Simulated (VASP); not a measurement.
# HgTe (P-43m) in VASP: further runs

The runs below take HgTe through single point, relaxation of cell and atoms, with PBE.

All numbers are computed with VASP 6.6.1; they aren't measurements. Logs are shortened: lines on timing, memory, paths and dates and some standing lists are left out, and cuts for length are marked.

**1. The cell of the first run**

It takes space group P-43m (No. 215, cubic). Conventional cell: a = 6.360 Å, b = 6.360 Å, c = 6.360 Å, α = 90.00°, β = 90.00°, γ = 90.00°. Within 3.8 Å of Hg (site symmetry 3m) lie 6 Te at 2.77 to 3.59 Å and 3 Hg at 3.80 Å. Te (site symmetry 3m) has 6 Hg at 2.77 to 3.59 Å within 3.7 Å.

**2. Single point, PBE**

INCAR

```
PREC     = Accurate       # precision mode
ENCUT    = 520            # plane-wave cutoff, eV
EDIFF    = 1E-6           # SCF threshold, eV
ISMEAR   = 0              # smearing method
SIGMA    = 0.1            # smearing width, eV
LREAL    = F              # projectors in reciprocal space
LASPH    = T              # aspherical terms in the spheres
NELM     = 100            # most SCF steps
ALGO     = Normal         # electronic algorithm
ISIF     = 2              # what is computed and relaxed
LWAVE    = F              # write WAVECAR
LCHARG   = T              # write CHGCAR
GGA      = PE             # functional
LELF     = T              # ELF
LVHAR    = T            
NBANDS   = 46             # bands
```

KPOINTS

```
regular mesh
0
Gamma
  4 4 4
```

POSCAR

```
HgTe
1.0
    6.3600001300      0.0000000000      0.0000000000
    0.0000000000      6.3600001300      0.0000000000
    0.0000000000      0.0000000000      6.3600001300
Hg Te
4 4
Direct
    0.2109653100      0.7890346900      0.2109653100
    0.7890346900      0.2109653100      0.2109653100
    0.7890346900      0.7890346900      0.7890346900
    0.2109653100      0.2109653100      0.7890346900
    0.7757611400      0.2242388600      0.7757611400
    0.2242388600      0.7757611400      0.7757611400
    0.2242388600      0.2242388600      0.2242388600
    0.7757611400      0.7757611400      0.2242388600
```

Potentials or basis: VASP PAW PBE potentials, release 64 (Hg, Te).

Started as:

```
cat potpaw_PBE.64/Hg/POTCAR potpaw_PBE.64/Te/POTCAR > POTCAR
mpirun -np 1 vasp_std > vasp.out
```

OUTCAR:

```text
PREC = Accurate
   ENCUT = 520
   EDIFF = 1E-6
   ISMEAR = 0
   LREAL = F
   LASPH = T
   NELM = 100
   ISIF = 2
   GGA = PE

 ion  position               nearest neighbor table
   1  0.211  0.789  0.211-   6 2.77   7 2.77   8 2.77   6 3.59   8 3.59   7 3.59   3 3.80   4 3.80
                             2 3.80
   2  0.789  0.211  0.211-   5 2.77   7 2.77   8 2.77   5 3.59   8 3.59   7 3.59   3 3.80   4 3.80
                             1 3.80
   3  0.789  0.789  0.789-   5 2.77   6 2.77   8 2.77   8 3.59   5 3.59   6 3.59   1 3.80   2 3.80
                             4 3.80
   4  0.211  0.211  0.789-   5 2.77   6 2.77   7 2.77   6 3.59   5 3.59   7 3.59   2 3.80   3 3.80
                             1 3.80
   5  0.776  0.224  0.776-   2 2.77   3 2.77   4 2.77   3 3.59   2 3.59   4 3.59
   6  0.224  0.776  0.776-   1 2.77   3 2.77   4 2.77   3 3.59   1 3.59   4 3.59
   7  0.224  0.224  0.224-   1 2.77   2 2.77   4 2.77   2 3.59   1 3.59   4 3.59
   8  0.776  0.776  0.224-   1 2.77   2 2.77   3 2.77   3 3.59   2 3.59   1 3.59

  LATTYP: Found a simple cubic cell.
 ALAT       =     6.3600001300

  Lattice vectors:

 A1 = (   6.3600001300,   0.0000000000,   0.0000000000)
 A2 = (   0.0000000000,   6.3600001300,   0.0000000000)
 A3 = (   0.0000000000,   0.0000000000,   6.3600001300)

Analysis of symmetry for initial positions (statically):
=====================================================================
 Subroutine PRICEL returns:
 Original cell was already a primitive cell.

 Routine SETGRP: Setting up the symmetry group for a
 simple cubic supercell.

 Subroutine GETGRP returns: Found 24 space group operations
 (whereof 24 operations were pure point group operations)
 out of a pool of 48 trial point group operations.

The static configuration has the point symmetry T_d .

Analysis of symmetry for dynamics (positions and initial velocities):
=====================================================================
 Subroutine PRICEL returns:
 Original cell was already a primitive cell.

 Routine SETGRP: Setting up the symmetry group for a
 simple cubic supercell.

 Subroutine GETGRP returns: Found 24 space group operations
 (whereof 24 operations were pure point group operations)
 out of a pool of 48 trial point group operations.

The dynamic configuration has the point symmetry T_d .

 Subroutine INISYM returns: Found 24 space group operations
 (whereof 24 operations are pure point group operations),
 and found     1 'primitive' translations

----------------------------------------------------------------------------------------

                                     Primitive cell

  volume of cell :     257.2595

  direct lattice vectors                    reciprocal lattice vectors
     6.360000130  0.000000000  0.000000000     0.157232701  0.000000000  0.000000000
     0.000000000  6.360000130  0.000000000     0.000000000  0.157232701  0.000000000
     0.000000000  0.000000000  6.360000130     0.000000000  0.000000000  0.157232701

  length of vectors
     6.360000130  6.360000130  6.360000130     0.157232701  0.157232701  0.157232701

  position of ions in fractional coordinates (direct lattice)
     0.210965310  0.789034690  0.210965310
     0.789034690  0.210965310  0.210965310
     0.789034690  0.789034690  0.789034690
     0.210965310  0.210965310  0.789034690
     0.775761140  0.224238860  0.775761140
     0.224238860  0.775761140  0.775761140
     0.224238860  0.224238860  0.224238860
     0.775761140  0.775761140  0.224238860

  ion indices of the primitive-cell ions
   primitive index   ion index
                 1           1
                 2           2
                 3           3
                 4           4
                 5           5
                 6           6
                 7           7
                 8           8

----------------------------------------------------------------------------------------

 KPOINTS: regular mesh

Automatic generation of k-mesh.
 Grid dimensions read from file:
 generate k-points for:    4    4    4

 Generating k-lattice:

  Cartesian coordinates                     Fractional coordinates (reciprocal lattice)
     0.039308175  0.000000000  0.000000000     0.250000000  0.000000000  0.000000000
     0.000000000  0.039308175  0.000000000     0.000000000  0.250000000  0.000000000
     0.000000000  0.000000000  0.039308175     0.000000000  0.000000000  0.250000000

  Length of vectors
     0.039308175  0.039308175  0.039308175

  Shift w.r.t. Gamma in fractional coordinates (k-lattice)
     0.000000000  0.000000000  0.000000000

 Subroutine IBZKPT returns following result:
 ===========================================

 Found     10 irreducible k-points:

 Following reciprocal coordinates:
            Coordinates               Weight
  0.000000  0.000000  0.000000      1.000000
  0.250000  0.000000  0.000000      6.000000
  0.500000  0.000000  0.000000      3.000000
  0.250000  0.250000  0.000000     12.000000
  0.500000  0.250000  0.000000     12.000000
  0.500000  0.500000  0.000000      3.000000
  0.250000  0.250000  0.250000      8.000000
  0.500000  0.250000  0.250000     12.000000
  0.500000  0.500000  0.250000      6.000000
  0.500000  0.500000  0.500000      1.000000
   k-points           NKPTS =     10   k-points in BZ     NKDIM =     10   number of bands    NBANDS=     46
   number of dos      NEDOS =    301   number of ions     NIONS =      8
   total plane-waves  NPLWV = 110592
   dimension x,y,z NGX =    48 NGY =   48 NGZ =   48
   dimension x,y,z NGXF=    96 NGYF=   96 NGZF=   96
   ions per type =               4   4
   NGX,Y,Z   is equivalent  to a cutoff of  12.55, 12.55, 12.55 a.u.
   NGXF,Y,Z  is equivalent  to a cutoff of  25.09, 25.09, 25.09 a.u.
 SYSTEM =  unknown system
   PREC   = accura    normal or accurate (medium, high low for compatibility)
   ISTART =      0    job   : 0-new  1-cont  2-samecut
   ICHARG =      2    charge: 1-file 2-atom 10-const
   ISPIN  =      1    spin polarized calculation?
   LNONCOLLINEAR =      F non collinear calculations
   LSORBIT =      F    spin-orbit coupling
   LASPH  =      T    aspherical Exc in radial PAW
   ENCUT  =  520.0 eV  38.22 Ry    6.18 a.u.  11.83 11.83 11.83*2*pi/ulx,y,z
   NELM   =    100;   NELMIN=  2; NELMDL= -5     # of ELM steps
   EDIFF  = 0.1E-05   stopping-criterion for ELM
   LREAL  =      F    real-space projection
   EDIFFG = 0.1E-04   stopping-criterion for IOM
   NSW    =      0    number of steps for IOM
   IBRION =     -1    ionic relax: 0-MD 1-quasi-New 2-CG
   NFREE  =      0    steps in history (QN), initial steepest desc. (CG)
   ISIF   =      2    stress and relaxation
   ISYM   =      2    0-nonsym 1-usesym 2-fastsym
   POTIM  = 0.5000    time-step for ionic-motion
   TEBEG  =    0.0;   TEEND  =   0.0 temperature during run
   PSTRESS=    0.0 pullay stress
   NELECT =      72.0000    total number of electrons
   NUPDOWN=      -1.0000    fix difference up-down
   EMIN   =  10.00;   EMAX   =-10.00  energy-range for DOS
   EFERMI =   0.00;   METHOD = LEGACY
   ISMEAR =     0;   SIGMA  =   0.10  broadening in eV -4-tet -1-fermi 0-gaus
   EFERMI_NEDOS =   21; number of points for ismear=-14 and -15
   IALGO  =     38    algorithm
   IMIX   =      4    mixing-type and parameters
     AMIX     =   0.40;   BMIX     =  1.00
     AMIX_MAG =   1.60;   BMIX_MAG =  1.00
  volume/ion in A,a.u.               =      32.16       217.01
  Fermi-wavevector in a.u.,A,eV,Ry     =   1.070850  2.023613 15.602062  1.146719
  Thomas-Fermi vector in A             =   2.206572
   LORBIT       =      0    0 simple, 1 ext, 2 COOP (PROOUT), +10 PAW based schemes
   GGA     = PE    functional components
   LHFCALC =     F    Hartree Fock is set to
   AEXX    =    0.0000 exact exchange contribution
   IVDW    =     0    specifies the selected vdW correction
   LEPSILON=     F    determine dielectric tensor
   LRPA    =     F    only Hartree local field effects (RPA)
 non-spin polarized calculation
 Gauss-broadening in eV      SIGMA  =   0.10
  energy-cutoff  :      520.00
  volume of cell :      257.26
 maximum number of plane-waves:      6968
 NGX is ok and might be reduce to    48
   NGX = 23   NGY = 23   NGZ = 23

 number of electron      71.9999999 magnetization

 Free energy of the ion-electron system (eV)
  ---------------------------------------------------
  ext. energy  EPLUGINS =         0.00000000
  ---------------------------------------------------
  free energy    TOTEN  =       -11.29537213 eV

  energy without entropy =      -11.26316380  energy(sigma->0) =      -11.27926796

 E-fermi :   3.2618     XC(G=0):  -9.1315

 val. band max:        3.2551363583   @ k =   0.5000   0.5000   0.2500
 cond. band min:       3.2926593514   @ k =   0.5000   0.5000   0.2500
 fundamental gap:      0.0375229930
 Fermi energy:         3.2617629129

 k-point     1 :       0.0000    0.0000    0.0000
  band No.  band energies     occupation
      1      -8.7932      2.00000
      2      -7.8685      2.00000
      3      -7.8685      2.00000
      4      -7.8685      2.00000
      5      -3.8327      2.00000
      6      -3.7721      2.00000
[... 38 lines left out ...]
     45      10.5298      0.00000
     46      10.6389      0.00000

 k-point     2 :       0.2500    0.0000    0.0000
  band No.  band energies     occupation
      1      -8.6930      2.00000
      2      -7.9260      2.00000
      3      -7.8266      2.00000
      4      -7.8266      2.00000
      5      -3.8505      2.00000
      6      -3.8022      2.00000
[... 38 lines left out ...]
     45       9.7451      0.00000
     46       9.7451      0.00000

 k-point     3 :       0.5000    0.0000    0.0000
  band No.  band energies     occupation
      1      -8.5616      2.00000
      2      -8.0162      2.00000
      3      -7.7828      2.00000
      4      -7.7828      2.00000
      5      -3.8997      2.00000
      6      -3.7980      2.00000
[... 38 lines left out ...]
     45       9.2466      0.00000
     46       9.3580      0.00000

 k-point     4 :       0.2500    0.2500    0.0000
  band No.  band energies     occupation
      1      -8.5952      2.00000
      2      -7.8759      2.00000
      3      -7.8737      2.00000
      4      -7.7921      2.00000
      5      -3.8622      2.00000
      6      -3.8321      2.00000
[... 38 lines left out ...]
     45       8.8462      0.00000
     46       9.2959      0.00000

 k-point     5 :       0.5000    0.2500    0.0000
  band No.  band energies     occupation
      1      -8.4679      2.00000
      2      -7.9535      2.00000
      3      -7.8176      2.00000
      4      -7.7596      2.00000
      5      -3.9064      2.00000
      6      -3.8469      2.00000
[... 38 lines left out ...]
     45       8.9927      0.00000
     46       9.0207      0.00000

 k-point     6 :       0.5000    0.5000    0.0000
  band No.  band energies     occupation
      1      -8.3475      2.00000
      2      -7.8792      2.00000
      3      -7.8792      2.00000
      4      -7.7441      2.00000
      5      -3.9158      2.00000
      6      -3.8967      2.00000
[... 38 lines left out ...]
     45       8.0358      0.00000
     46       8.0358      0.00000

 k-point     7 :       0.2500    0.2500    0.2500
  band No.  band energies     occupation
      1      -8.5002      2.00000
      2      -7.8327      2.00000
      3      -7.8293      2.00000
      4      -7.8293      2.00000
      5      -3.8729      2.00000
      6      -3.8401      2.00000
[... 38 lines left out ...]
     45       8.5717      0.00000
     46       8.5717      0.00000

 k-point     8 :       0.5000    0.2500    0.2500
  band No.  band energies     occupation
      1      -8.3774      2.00000
      2      -7.8969      2.00000
      3      -7.7850      2.00000
      4      -7.7829      2.00000
      5      -3.9138      2.00000
      6      -3.8594      2.00000
[... 38 lines left out ...]
     45       8.2988      0.00000
     46       8.6877      0.00000

 k-point     9 :       0.5000    0.5000    0.2500
  band No.  band energies     occupation
      1      -8.2621      2.00000
      2      -7.8324      2.00000
      3      -7.8324      2.00000
      4      -7.7538      2.00000
      5      -3.9220      2.00000
      6      -3.9061      2.00000
[... 38 lines left out ...]
     45       7.5650      0.00000
     46       7.5651      0.00000

 k-point    10 :       0.5000    0.5000    0.5000
  band No.  band energies     occupation
      1      -8.1554      2.00000
      2      -7.7830      2.00000
      3      -7.7830      2.00000
      4      -7.7830      2.00000
      5      -3.9155      2.00000
      6      -3.9155      2.00000
[... 38 lines left out ...]
     45       7.1468      0.00000
     46       7.1468      0.00000

------------------------ aborting loop because EDIFF is reached ----------------------------------------

  FORCE on cell =-STRESS in cart. coord.  units (eV):
  Direction    XX          YY          ZZ          XY          YZ          ZX
  --------------------------------------------------------------------------------------
  -------------------------------------------------------------------------------------
  Total        7.4038395      7.4038395      7.4038395      0.0000000      0.0000000     -0.0000000
  in kB       46.1101148     46.1101148     46.1101148      0.0000000      0.0000000     -0.0000000
  external PRESSURE =      46.1101148 kB  Pullay stress =       0.0000000 kB

 VOLUME and BASIS-vectors are now :
 -----------------------------------------------------------------------------
  energy-cutoff  :      520.00
  volume of cell :      257.26
      direct lattice vectors                 reciprocal lattice vectors
     6.360000130  0.000000000  0.000000000     0.157232701  0.000000000  0.000000000
     0.000000000  6.360000130  0.000000000     0.000000000  0.157232701  0.000000000
     0.000000000  0.000000000  6.360000130     0.000000000  0.000000000  0.157232701

 POSITION                                       TOTAL-FORCE (eV/Angst)
 -----------------------------------------------------------------------------------
      1.34174      5.01826      1.34174         0.738250     -0.738250      0.738250
      5.01826      1.34174      1.34174        -0.738250      0.738250      0.738250
      5.01826      5.01826      5.01826        -0.738250     -0.738250     -0.738250
      1.34174      1.34174      5.01826         0.738250      0.738250     -0.738250
      4.93384      1.42616      4.93384        -1.418186      1.418186     -1.418186
      1.42616      4.93384      4.93384         1.418186     -1.418186     -1.418186
      1.42616      1.42616      1.42616         1.418186      1.418186      1.418186
      4.93384      4.93384      1.42616        -1.418186     -1.418186      1.418186
 -----------------------------------------------------------------------------------
    total drift:                               -0.000002     -0.000002      0.000000

  FREE ENERGIE OF THE ION-ELECTRON SYSTEM (eV)
  ---------------------------------------------------
  free  energy   TOTEN  =       -11.2953721277 eV

  energy  without entropy=      -11.2631638022  energy(sigma->0) =      -11.27926796
```

Wall time 64 s (1 thread of Intel Xeon 6975P-C (Granite Rapids), shared host); peak memory 0.36 GiB.

What came out:

```yaml
Free_energy: -11.2954 eV
Pressure: 4.6 GPa
Largest_force: 2.456 eV/Å
Band_gap_on_the_k_mesh: zero (bands 36 and 37 overlap by 1.05 eV)
```

Forces on the atoms (eV/Å):
```
Hg   0.738 -0.738  0.738
Hg  -0.738  0.738  0.738
Hg  -0.738 -0.738 -0.738
Hg   0.738  0.738 -0.738
Te  -1.418  1.418 -1.418
Te   1.418 -1.418 -1.418
Te   1.418  1.418  1.418
Te  -1.418 -1.418  1.418
```

Caveat: the cell stands under pressure; spin-orbit coupling is left out, which moves the levels of the heavy elements; forces of over 1 eV/Å act on the atoms, so gaps and moduli don't describe the material at rest.

**3. Relaxation of cell and atoms, PBE**

INCAR

```
SYSTEM = HgTe
PREC = Accurate
ENCUT = 600
EDIFF = 1E-6
ISMEAR = 0
SIGMA = 0.1
LREAL = .FALSE.
LASPH = .TRUE.
NELM = 80
ALGO = Normal
ISIF = 3
LWAVE = .FALSE.
LCHARG = .FALSE.
GGA = PE
IBRION = 2
NSW = 90
EDIFFG = -0.04
```

KPOINTS

```
regular mesh
0
G
  4 4 4
  0 0 0
```

POSCAR is that of step 2.

Potentials or basis: VASP PAW PBE potentials, release 64 (Hg, Te).

Started as:

```
cat potpaw_PBE.64/Hg/POTCAR potpaw_PBE.64/Te/POTCAR > POTCAR
mpirun -np 1 vasp_std > vasp.out
```

Run time: 19 min. Hardware: 1 thread of Intel Xeon 6975P-C (Granite Rapids), shared host; peak memory 0.5 GiB.

Results (log left out):

* Free energy: -13.2439 eV
* Relaxed volume: 29.14 Å³/atom
* Relaxed cell: a = 6.155 Å, b = 6.155 Å, c = 6.155 Å, α = 90.00°, β = 90.00°, γ = 90.00°
* Space group after relaxing (to 0.1 Å): Fm-3m (No. 225)
* Energy gained by relaxing: 243.5 meV/atom
* Ionic steps: 24
* Pressure after relaxing: 0.1 GPa
* Largest force after relaxing: 0.009 eV/Å
* Band gap on the k mesh: zero (bands 36 and 37 overlap by 1.31 eV)

Forces on the atoms (eV/Å):
```
Hg  -0.005  0.005 -0.005
Hg   0.005 -0.005 -0.005
Hg   0.005  0.005  0.005
Hg  -0.005 -0.005  0.005
Te   0.002 -0.002  0.002
Te  -0.002  0.002  0.002
Te  -0.002 -0.002 -0.002
Te   0.002  0.002 -0.002
```

The path:
| step | energy change (eV) | largest force (eV/Å) | pressure (GPa) | volume (Å³) |
| --- | --- | --- | --- | --- |
| 1 | 0.0000 | 2.4561 | 4.64 | 257.26 |
| 2 | -0.7498 | 0.3703 | -3.06 | 293.50 |
| 3 | -0.8310 | 0.7613 | -1.70 | 283.47 |
| 4 | -1.0818 | 0.6886 | -1.54 | 273.27 |
| 5 | -1.6221 | 0.4405 | -0.03 | 244.15 |
| 6 | 0.0012 | 0.9686 | 14.51 | 192.26 |
| 7 | -1.6306 | 0.5253 | 0.95 | 237.91 |
| 8 | -1.6451 | 0.5324 | 2.35 | 227.88 |
| 9 | -1.7369 | 0.3219 | 1.33 | 228.71 |
| 10 | -1.7419 | 0.2617 | 1.06 | 229.02 |
| 11 | -1.7748 | 0.2500 | 0.17 | 233.64 |
| 12 | -1.7825 | 0.2373 | -0.39 | 236.95 |
| 13 | -1.7999 | 0.2389 | -0.29 | 236.59 |
| 14 | -1.8414 | 0.2423 | -0.04 | 235.52 |
| 15 | -1.8725 | 0.2562 | 0.47 | 233.39 |
| 16 | -1.8891 | 0.2218 | 0.11 | 234.88 |
| 17 | -1.9017 | 0.2001 | -0.82 | 239.03 |
| 18 | -1.9188 | 0.1862 | -0.61 | 237.33 |
| 19 | -1.9344 | 0.1459 | -0.02 | 233.53 |
| 20 | -1.9345 | 0.1490 | -0.05 | 233.76 |
| 21 | -1.9382 | 0.1259 | -0.04 | 233.67 |
| 22 | -1.9459 | 0.0586 | 0.01 | 233.39 |
| 23 | -1.9451 | 0.0754 | 0.13 | 232.83 |
| 24 | -1.9482 | 0.0087 | 0.06 | 233.13 |

Final structure:
```cif
data_structure
_symmetry_space_group_name_H-M 'P 1'
_symmetry_Int_Tables_number 1
_cell_length_a 6.1546
_cell_length_b 6.1546
_cell_length_c 6.1546
_cell_angle_alpha 90.000
_cell_angle_beta 90.000
_cell_angle_gamma 90.000
_cell_volume 233.13
loop_
_atom_site_label
_atom_site_type_symbol
_atom_site_fract_x
_atom_site_fract_y
_atom_site_fract_z
_atom_site_occupancy
Hg1 Hg 0.25065 0.74935 0.25065 1
Hg2 Hg 0.74935 0.25065 0.25065 1
Hg3 Hg 0.74935 0.74935 0.74935 1
Hg4 Hg 0.25065 0.25065 0.74935 1
Te1 Te 0.75013 0.24987 0.75013 1
Te2 Te 0.24987 0.75013 0.75013 1
Te3 Te 0.24987 0.24987 0.24987 1
Te4 Te 0.75013 0.75013 0.24987 1
```

Levels at points of the mesh, in eV from the Fermi level:
| k point | band 34 | band 35 | band 36 | band 37 | band 38 | band 39 |
| --- | --- | --- | --- | --- | --- | --- |
| (0.00, 0.00, 0.00) | -2.23 | -2.23 | -2.23 | -1.14 | -0.73 | -0.73 |
| (0.50, 0.00, 0.00) | -1.47 | -1.46 | -1.46 | 0.81 | 0.82 | 1.65 |
| (0.50, 0.50, 0.00) | -0.02 | -0.02 | -0.02 | 2.03 | 2.03 | 2.03 |
| (0.50, 0.50, 0.50) | 0.18 | 0.18 | 0.18 | 2.60 | 2.60 | 2.60 |

Caveat: spin-orbit coupling is left out, which moves the levels of the heavy elements.
